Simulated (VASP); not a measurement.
# AlGa3N4 (R3m) in VASP: a series of runs

AlGa3N4 is run at these levels: LDA; tasks: single point.

Program: VASP 6.6.1. These are calculated values, not measurements. Logs are shortened: lines on timing, memory, paths and dates and some standing lists are left out, and cuts for length are marked.

## 1. The cell of the first run

It takes space group R3m (No. 160, trigonal). The conventional cell has a = 6.062 Å, b = 6.062 Å, c = 7.693 Å, α = 90.00°, β = 90.00°, γ = 120.00°. Within 2.4 Å of Al (site symmetry 3m) lie 4 N at 1.83 to 1.89 Å. Ga (site symmetry m) has 4 N at 1.88 to 1.94 Å within 2.5 Å. Within 2.4 Å of N (site symmetry m) lie 1 Al at 1.83 Å and 3 Ga at 1.88 to 1.94 Å. N (site symmetry 3m) has 3 Ga at 1.88 Å and 1 Al at 1.89 Å within 2.5 Å.

## 2. Single point, LDA

Contents of INCAR:

```
SYSTEM = AlGa3N4
PREC = Accurate
ENCUT = 1330
EDIFF = 1E-6
ISMEAR = 0
SIGMA = 0.05
LREAL = .FALSE.
LASPH = .TRUE.
NELM = 120
ALGO = Normal
ISIF = 2
LWAVE = .FALSE.
LCHARG = .FALSE.
GGA = CA
NBANDS = 41
GGA_COMPAT = .FALSE.
```

Contents of KPOINTS:

```
Automatic mesh
0
G
  6 6 6
  0 0 0
```

Contents of POSCAR:

```
AlGa3N4
1.0
    4.3382171223      0.0515716627      0.0515716627
    0.0515716627      4.3382171223      0.0515716627
    0.0515716627      0.0515716627      4.3382171223
Al Ga N
1 3 4
Direct
    0.0000000000      0.0000000000      0.0000000000
    0.5000000000      0.5000000000      0.0000000000
    0.5000000000      0.0000000000      0.5000000000
    0.0000000000      0.5000000000      0.5000000000
    0.7548078379      0.7548078379      0.2451921621
    0.7548078379      0.2451921621      0.7548078379
    0.2451921621      0.7548078379      0.7548078379
    0.2451921621      0.2451921621      0.2451921621
```

Potentials or basis: VASP PAW LDA potentials, release 64 (Al, Ga_d, N_h).

Run with:

```
> cat potpaw_LDA.64/Al/POTCAR potpaw_LDA.64/Ga_d/POTCAR potpaw_LDA.64/N_h/POTCAR > POTCAR
> mpirun -np 1 vasp_std > vasp.out
```

OUTCAR:

```text
SYSTEM = AlGa3N4
   PREC = Accurate
   ENCUT = 1330
   EDIFF = 1E-6
   ISMEAR = 0
   LREAL = .FALSE.
   LASPH = .TRUE.
   NELM = 120
   ISIF = 2
   GGA = CA

 ion  position               nearest neighbor table
   1  0.000  0.000  0.000-   5 1.83   6 1.83   7 1.83   8 1.89   3 3.03   4 3.03   2 3.03   4 3.03
                             2 3.03   3 3.03   3 3.10   4 3.10   4 3.10   2 3.10   3 3.10   2 3.10
   2  0.500  0.500  0.000-   6 1.88   7 1.88   8 1.88   5 1.94   1 3.03   1 3.03   1 3.10   1 3.10

   3  0.500  0.000  0.500-   5 1.88   7 1.88   8 1.88   6 1.94   1 3.03   1 3.03   1 3.10   1 3.10

   4  0.000  0.500  0.500-   5 1.88   6 1.88   8 1.88   7 1.94   1 3.03   1 3.03   1 3.10   1 3.10

   5  0.755  0.755  0.245-   1 1.83   3 1.88   4 1.88   2 1.94
   6  0.755  0.245  0.755-   1 1.83   2 1.88   4 1.88   3 1.94
   7  0.245  0.755  0.755-   1 1.83   2 1.88   3 1.88   4 1.94
   8  0.245  0.245  0.245-   2 1.88   3 1.88   4 1.88   1 1.89

  LATTYP: Found a trigonal (rhomboedric) cell.
 ALAT       =     4.3388301503
 COS(alpha) =     0.0239100710

  Lattice vectors:

 A1 = (   4.3382171223,   0.0515716627,   0.0515716627)
 A2 = (   0.0515716627,   4.3382171223,   0.0515716627)
 A3 = (   0.0515716627,   0.0515716627,   4.3382171223)

Analysis of symmetry for initial positions (statically):
=====================================================================
 Subroutine PRICEL returns:
 Original cell was already a primitive cell.

 Routine SETGRP: Setting up the symmetry group for a
 trigonal (rhombohedral) supercell.

 Subroutine GETGRP returns: Found  6 space group operations
 (whereof  6 operations were pure point group operations)
 out of a pool of 12 trial point group operations.

The static configuration has the point symmetry C_3v.

Analysis of symmetry for dynamics (positions and initial velocities):
=====================================================================
 Subroutine PRICEL returns:
 Original cell was already a primitive cell.

 Routine SETGRP: Setting up the symmetry group for a
 trigonal (rhombohedral) supercell.

 Subroutine GETGRP returns: Found  6 space group operations
 (whereof  6 operations were pure point group operations)
 out of a pool of 12 trial point group operations.

The dynamic configuration has the point symmetry C_3v.

 Subroutine INISYM returns: Found  6 space group operations
 (whereof  6 operations are pure point group operations),
 and found     1 'primitive' translations

----------------------------------------------------------------------------------------

                                     Primitive cell

  volume of cell :      81.6115

  direct lattice vectors                    reciprocal lattice vectors
     4.338217122  0.051571663  0.051571663     0.230573843 -0.002708804 -0.002708804
     0.051571663  4.338217122  0.051571663    -0.002708804  0.230573843 -0.002708804
     0.051571663  0.051571663  4.338217122    -0.002708804 -0.002708804  0.230573843

  length of vectors
     4.338830150  4.338830150  4.338830150     0.230605664  0.230605664  0.230605664

  position of ions in fractional coordinates (direct lattice)
     0.000000000  0.000000000  0.000000000
     0.500000000  0.500000000  0.000000000
     0.500000000  0.000000000  0.500000000
     0.000000000  0.500000000  0.500000000
     0.754807838  0.754807838  0.245192162
     0.754807838  0.245192162  0.754807838
     0.245192162  0.754807838  0.754807838
     0.245192162  0.245192162  0.245192162

  ion indices of the primitive-cell ions
   primitive index   ion index
                 1           1
                 2           2
                 3           3
                 4           4
                 5           5
                 6           6
                 7           7
                 8           8

----------------------------------------------------------------------------------------

 KPOINTS: Automatic mesh

Automatic generation of k-mesh.
 Grid dimensions read from file:
 generate k-points for:    6    6    6

 Generating k-lattice:

  Cartesian coordinates                     Fractional coordinates (reciprocal lattice)
     0.038428974 -0.000451467 -0.000451467     0.166666667 -0.000000000  0.000000000
    -0.000451467  0.038428974 -0.000451467    -0.000000000  0.166666667  0.000000000
    -0.000451467 -0.000451467  0.038428974     0.000000000  0.000000000  0.166666667

  Length of vectors
     0.038434277  0.038434277  0.038434277

  Shift w.r.t. Gamma in fractional coordinates (k-lattice)
     0.000000000  0.000000000  0.000000000

 Subroutine IBZKPT returns following result:
 ===========================================

 Found     32 irreducible k-points:

 Following reciprocal coordinates:
            Coordinates               Weight
  0.000000  0.000000  0.000000      1.000000
  0.166667  0.000000  0.000000      6.000000
  0.333333  0.000000  0.000000      6.000000
  0.500000  0.000000  0.000000      3.000000
  0.166667  0.166667  0.000000      6.000000
  0.333333  0.166667  0.000000     12.000000
[... 16 lines left out ...]
  0.500000  0.500000  0.166667      6.000000
 -0.333333  0.500000  0.166667     12.000000
 [... further k-points ...]
   k-points           NKPTS =     32   k-points in BZ     NKDIM =     32   number of bands    NBANDS=     41
   number of dos      NEDOS =    301   number of ions     NIONS =      8
   total plane-waves  NPLWV = 157464
   dimension x,y,z NGX =    54 NGY =   54 NGZ =   54
   dimension x,y,z NGXF=   108 NGYF=  108 NGZF=  108
   ions per type =               1   3   4
   NGX,Y,Z   is equivalent  to a cutoff of  20.69, 20.69, 20.69 a.u.
   NGXF,Y,Z  is equivalent  to a cutoff of  41.38, 41.38, 41.38 a.u.
 SYSTEM =  AlGa3N4
   PREC   = accura    normal or accurate (medium, high low for compatibility)
   ISTART =      0    job   : 0-new  1-cont  2-samecut
   ICHARG =      2    charge: 1-file 2-atom 10-const
   ISPIN  =      1    spin polarized calculation?
   LNONCOLLINEAR =      F non collinear calculations
   LSORBIT =      F    spin-orbit coupling
   LASPH  =      T    aspherical Exc in radial PAW
   ENCUT  = 1330.0 eV  97.75 Ry    9.89 a.u.  12.90 12.90 12.90*2*pi/ulx,y,z
   NELM   =    120;   NELMIN=  2; NELMDL= -5     # of ELM steps
   EDIFF  = 0.1E-05   stopping-criterion for ELM
   LREAL  =      F    real-space projection
[... 7 lines left out ...]
   TEBEG  =    0.0;   TEEND  =   0.0 temperature during run
   PSTRESS=    0.0 pullay stress
   NELECT =      62.0000    total number of electrons
   NUPDOWN=      -1.0000    fix difference up-down
   EMIN   =  10.00;   EMAX   =-10.00  energy-range for DOS
   EFERMI =   0.00;   METHOD = LEGACY
   ISMEAR =     0;   SIGMA  =   0.05  broadening in eV -4-tet -1-fermi 0-gaus
   EFERMI_NEDOS =   21; number of points for ismear=-14 and -15
   IALGO  =     38    algorithm
   IMIX   =      4    mixing-type and parameters
     AMIX     =   0.40;   BMIX     =  1.00
     AMIX_MAG =   1.60;   BMIX_MAG =  1.00
  volume/ion in A,a.u.               =      10.20        68.84
  Fermi-wavevector in a.u.,A,eV,Ry     =   1.493786  2.822846 30.359988  2.231396
  Thomas-Fermi vector in A             =   2.606142
   LORBIT       =      0    0 simple, 1 ext, 2 COOP (PROOUT), +10 PAW based schemes
   GGA     = CA    functional components
   LHFCALC =     F    Hartree Fock is set to
   AEXX    =    0.0000 exact exchange contribution
   IVDW    =     0    specifies the selected vdW correction
   LEPSILON=     F    determine dielectric tensor
   LRPA    =     F    only Hartree local field effects (RPA)
 non-spin polarized calculation
 Gauss-broadening in eV      SIGMA  =   0.05
  energy-cutoff  :     1330.00
  volume of cell :       81.61
 maximum number of plane-waves:      9018
 NGX is ok and might be reduce to    54
   NGX = 25   NGY = 25   NGZ = 25

 number of electron      61.9999995 magnetization

 Free energy of the ion-electron system (eV)
  ---------------------------------------------------
  ext. energy  EPLUGINS =         0.00000000
  ---------------------------------------------------
  free energy    TOTEN  =       -57.85080025 eV

  energy without entropy =      -57.85080025  energy(sigma->0) =      -57.85080025

 E-fermi :   6.7870     XC(G=0): -12.4156

 val. band max:        6.5742415947   @ k =   0.0000   0.0000   0.0000
 cond. band min:       9.4826027341   @ k =   0.0000   0.0000   0.0000
 fundamental gap:      2.9083611394
 Fermi energy:         6.7870428670

 k-point     1 :       0.0000    0.0000    0.0000
  band No.  band energies     occupation
      1      -9.7873      2.00000
      2      -8.2663      2.00000
      3      -8.2022      2.00000
      4      -8.2022      2.00000
      5      -6.8349      2.00000
      6      -6.7897      2.00000
[... 33 lines left out ...]
     40      18.1547      0.00000
     41      18.1554      0.00000

 k-point     2 :       0.1667    0.0000    0.0000
  band No.  band energies     occupation
      1      -9.6567      2.00000
      2      -8.2918      2.00000
      3      -8.2274      2.00000
      4      -8.2037      2.00000
      5      -6.8242      2.00000
      6      -6.7860      2.00000
[... 33 lines left out ...]
     40      17.9913      0.00000
     41      18.3988      0.00000

 k-point     3 :       0.3333    0.0000    0.0000
  band No.  band energies     occupation
      1      -9.3004      2.00000
      2      -8.4586      2.00000
      3      -8.2474      2.00000
      4      -8.2068      2.00000
      5      -6.7923      2.00000
      6      -6.7686      2.00000
[... 875 lines left out ...]
      2      -8.4898      2.00000
      3      -8.4008      2.00000
      4      -8.3797      2.00000
      5      -6.7878      2.00000
      6      -6.7803      2.00000
[... 33 lines left out ...]
     40      17.1675      0.00000
     41      17.2942      0.00000

 k-point    24 :      -0.3333    0.5000    0.1667
  band No.  band energies     occupation
      1      -8.6817      2.00000
      2      -8.5361      2.00000
      3      -8.3716      2.00000
      4      -8.3192      2.00000
      5      -6.7940      2.00000
      6      -6.7722      2.00000
[... 33 lines left out ...]
     40      16.9724      0.00000
     41      17.3232      0.00000

 [... further k-points ...]

------------------------ aborting loop because EDIFF is reached ----------------------------------------

  FORCE on cell =-STRESS in cart. coord.  units (eV):
  Direction    XX          YY          ZZ          XY          YZ          ZX
  --------------------------------------------------------------------------------------
  -------------------------------------------------------------------------------------
  Total        8.0678887      8.0678887      8.0678887     -3.0132976     -3.0132976     -3.0132976
  in kB      158.3869252    158.3869252    158.3869252    -59.1563612    -59.1563612    -59.1563612
  external PRESSURE =     158.3869252 kB  Pullay stress =       0.0000000 kB

 VOLUME and BASIS-vectors are now :
 -----------------------------------------------------------------------------
  energy-cutoff  :     1330.00
  volume of cell :       81.61
      direct lattice vectors                 reciprocal lattice vectors
     4.338217122  0.051571663  0.051571663     0.230573843 -0.002708804 -0.002708804
     0.051571663  4.338217122  0.051571663    -0.002708804  0.230573843 -0.002708804
     0.051571663  0.051571663  4.338217122    -0.002708804 -0.002708804  0.230573843

 POSITION                                       TOTAL-FORCE (eV/Angst)
 -----------------------------------------------------------------------------------
      0.00000      0.00000      0.00000         0.274400      0.274400      0.274400
      2.19489      2.19489      0.05157         0.286111      0.286111      0.274473
      2.19489      0.05157      2.19489         0.286111      0.274473      0.286111
      0.05157      2.19489      2.19489         0.274473      0.286111      0.286111
      3.32609      3.32609      1.14155        -0.245855     -0.245855     -0.292320
      3.32609      1.14155      3.32609        -0.245855     -0.292320     -0.245855
      1.14155      3.32609      3.32609        -0.292320     -0.245855     -0.245855
      1.08899      1.08899      1.08899        -0.337064     -0.337064     -0.337064
 -----------------------------------------------------------------------------------
    total drift:                               -0.000365     -0.000365     -0.000365

  FREE ENERGIE OF THE ION-ELECTRON SYSTEM (eV)
  ---------------------------------------------------
  free  energy   TOTEN  =       -57.8508002520 eV

  energy  without entropy=      -57.8508002520  energy(sigma->0) =      -57.85080025
```

Wall time 8.6 min (1 thread of Intel Xeon Platinum 8259CL at 2.50GHz (Skylake/Cascade Lake), shared host); peak memory 0.55 GiB.

What came out:

- Free energy: -57.8508 eV
- Pressure: 15.8 GPa
- Largest force: 0.584 eV/Å
- Band gap on the k mesh: 2.91 eV

Forces on the atoms (eV/Å):
```
Al   0.274  0.274  0.274
Ga   0.286  0.286  0.274
Ga   0.286  0.274  0.286
Ga   0.274  0.286  0.286
N   -0.246 -0.246 -0.292
N   -0.246 -0.292 -0.246
N   -0.292 -0.246 -0.246
N   -0.337 -0.337 -0.337
```

Levels at points of the mesh, in eV from the valence-band top:
| k point | band 28 | band 29 | band 30 | band 31 | band 32 | band 33 | band 34 | band 35 |
| --- | --- | --- | --- | --- | --- | --- | --- | --- |
| (0.00, 0.00, 0.00) | -2.64 | -0.18 | 0.00 | 0.00 | 2.91 | 3.32 | 3.32 | 3.36 |
| (0.50, 0.00, 0.00) | -1.84 | -1.59 | -1.50 | -1.24 | 5.15 | 5.23 | 6.24 | 6.28 |
| (0.50, 0.50, 0.00) | -1.17 | -1.15 | -1.02 | -0.73 | 7.14 | 7.37 | 7.40 | 7.43 |
| (0.50, 0.50, 0.50) | -0.95 | -0.84 | -0.71 | -0.71 | 5.41 | 5.41 | 5.71 | 6.79 |

Caveat: the cell stands under pressure.

## 3. Single point, LDA

This run uses another cell than the first one, of 10.84 Å³/atom.

Contents of INCAR:

```
PREC     = Accurate       # precision mode
ENCUT    = 1330           # plane-wave cutoff, eV
EDIFF    = 1E-6           # SCF threshold, eV
ISMEAR   = 0              # smearing method
SIGMA    = 0.05           # smearing width, eV
LREAL    = False          # projectors in reciprocal space
LASPH    = True           # aspherical terms in the spheres
NELM     = 120            # most SCF steps
ALGO     = Normal         # electronic algorithm
ISIF     = 2              # what is computed and relaxed
LWAVE    = False          # write WAVECAR
LCHARG   = False          # write CHGCAR
NBANDS   = 41             # bands
GGA_COMPAT= False
```

Contents of KPOINTS:

```
Automatic mesh
0
Gamma
  6 6 6
```

POSCAR: that of step 2 with these lines changed.

```diff
@@ -2,5 +2,5 @@
 1.0
-    4.3382171223      0.0515716627      0.0515716627
-    0.0515716627      4.3382171223      0.0515716627
-    0.0515716627      0.0515716627      4.3382171223
+    4.4267521656     -0.0515716627     -0.0515716627
+   -0.0515716627      4.4267521656     -0.0515716627
+   -0.0515716627     -0.0515716627      4.4267521656
 Al Ga N
```

Potentials or basis: VASP PAW LDA potentials, release 64 (Al, Ga_d, N_h).

Run with:

```
> cat potpaw_LDA.64/Al/POTCAR potpaw_LDA.64/Ga_d/POTCAR potpaw_LDA.64/N_h/POTCAR > POTCAR
> mpirun -np 1 vasp_std > vasp.out
```

OUTCAR:

```text
PREC = Accurate
   ENCUT = 1330
   EDIFF = 1E-6
   ISMEAR = 0
   LREAL = False
   LASPH = True
   NELM = 120
   ISIF = 2

 ion  position               nearest neighbor table
   1  0.000  0.000  0.000-   8 1.84   6 1.89   7 1.89   5 1.89   3 3.09   4 3.09   2 3.09   4 3.09
                             3 3.09   2 3.09
   2  0.500  0.500  0.000-   5 1.88   8 1.94   7 1.94   6 1.94   1 3.09   1 3.09
   3  0.500  0.000  0.500-   6 1.88   8 1.94   5 1.94   7 1.94   1 3.09   1 3.09
   4  0.000  0.500  0.500-   7 1.88   8 1.94   5 1.94   6 1.94   1 3.09   1 3.09
   5  0.755  0.755  0.245-   2 1.88   1 1.89   3 1.94   4 1.94
   6  0.755  0.245  0.755-   3 1.88   1 1.89   2 1.94   4 1.94
   7  0.245  0.755  0.755-   4 1.88   1 1.89   2 1.94   3 1.94
   8  0.245  0.245  0.245-   1 1.84   2 1.94   3 1.94   4 1.94

  LATTYP: Found a trigonal (rhomboedric) cell.
 ALAT       =     4.4273529347
 COS(alpha) =    -0.0231579914

  Lattice vectors:

 A1 = (   4.4267521656,  -0.0515716627,  -0.0515716627)
 A2 = (  -0.0515716627,   4.4267521656,  -0.0515716627)
 A3 = (  -0.0515716627,  -0.0515716627,   4.4267521656)

Analysis of symmetry for initial positions (statically):
[... 194 lines left out ...]
  band No.  band energies     occupation
      1      -9.9771      2.00000
      2      -8.7063      2.00000
      3      -8.7063      2.00000
      4      -8.6364      2.00000
      5      -7.4757      2.00000
      6      -7.4497      2.00000
[... 1045 lines left out ...]
     40      15.8722      0.00000
     41      16.2300      0.00000

 [... further k-points ...]

------------------------ aborting loop because EDIFF is reached ----------------------------------------

  FORCE on cell =-STRESS in cart. coord.  units (eV):
  Direction    XX          YY          ZZ          XY          YZ          ZX
  --------------------------------------------------------------------------------------
  -------------------------------------------------------------------------------------
  Total        0.7856990      0.7856990      0.7856990      2.8243873      2.8243873      2.8243873
  in kB       14.5174182     14.5174182     14.5174182     52.1864131     52.1864131     52.1864131
  external PRESSURE =      14.5174182 kB  Pullay stress =       0.0000000 kB

 VOLUME and BASIS-vectors are now :
 -----------------------------------------------------------------------------
  energy-cutoff  :     1330.00
  volume of cell :       86.71
      direct lattice vectors                 reciprocal lattice vectors
     4.426752166 -0.051571663 -0.051571663     0.225961310  0.002663479  0.002663479
    -0.051571663  4.426752166 -0.051571663     0.002663479  0.225961310  0.002663479
    -0.051571663 -0.051571663  4.426752166     0.002663479  0.002663479  0.225961310

 POSITION                                       TOTAL-FORCE (eV/Angst)
 -----------------------------------------------------------------------------------
      0.00000      0.00000      0.00000        -0.258439     -0.258439     -0.258439
      2.18759      2.18759     -0.05157        -0.268504     -0.268504     -0.246613
      2.18759     -0.05157      2.18759        -0.268504     -0.246613     -0.268504
     -0.05157      2.18759      2.18759        -0.246613     -0.268504     -0.268504
      3.28978      3.28978      1.00755         0.279436      0.279436      0.218270
      3.28978      1.00755      3.28978         0.279436      0.218270      0.279436
      1.00755      3.28978      3.28978         0.218270      0.279436      0.279436
      1.06011      1.06011      1.06011         0.264918      0.264918      0.264918
 -----------------------------------------------------------------------------------
    total drift:                                0.000143      0.000143      0.000143

  FREE ENERGIE OF THE ION-ELECTRON SYSTEM (eV)
  ---------------------------------------------------
  free  energy   TOTEN  =       -58.1145316571 eV

  energy  without entropy=      -58.1145316571  energy(sigma->0) =      -58.11453166
```

It took 6.7 min on 1 thread of AMD EPYC 7R43 (Zen 3), shared host; peak memory 0.52 GiB.

Results:

```yaml
Free_energy: -58.1145 eV
Pressure: 1.5 GPa
Largest_force: 0.459 eV/Å
Band_gap_on_the_k_mesh: 2.46 eV
```

Forces in eV/Å, atoms in the order of the input:
```
Al  -0.258 -0.258 -0.258
Ga  -0.269 -0.269 -0.247
Ga  -0.269 -0.247 -0.269
Ga  -0.247 -0.269 -0.269
N    0.279  0.279  0.218
N    0.279  0.218  0.279
N    0.218  0.279  0.279
N    0.265  0.265  0.265
```

Stress tensor (GPa, compression positive):
```
1.45 5.22 5.22
5.22 1.45 5.22
5.22 5.22 1.45
```

Levels at points of the mesh, in eV from the valence-band top:
| k point | band 29 | band 30 | band 31 | band 32 | band 33 | band 34 |
| --- | --- | --- | --- | --- | --- | --- |
| (0.00, 0.00, 0.00) | -0.14 | -0.14 | 0.00 | 2.46 | 3.25 | 3.27 |
| (0.50, 0.00, 0.00) | -1.52 | -1.44 | -1.21 | 4.87 | 4.95 | 6.08 |
| (0.50, 0.50, 0.00) | -1.11 | -1.00 | -0.73 | 6.71 | 6.78 | 6.98 |
| (0.50, 0.50, 0.50) | -0.76 | -0.76 | -0.75 | 4.81 | 5.12 | 5.12 |

[end of part 1 of 2]
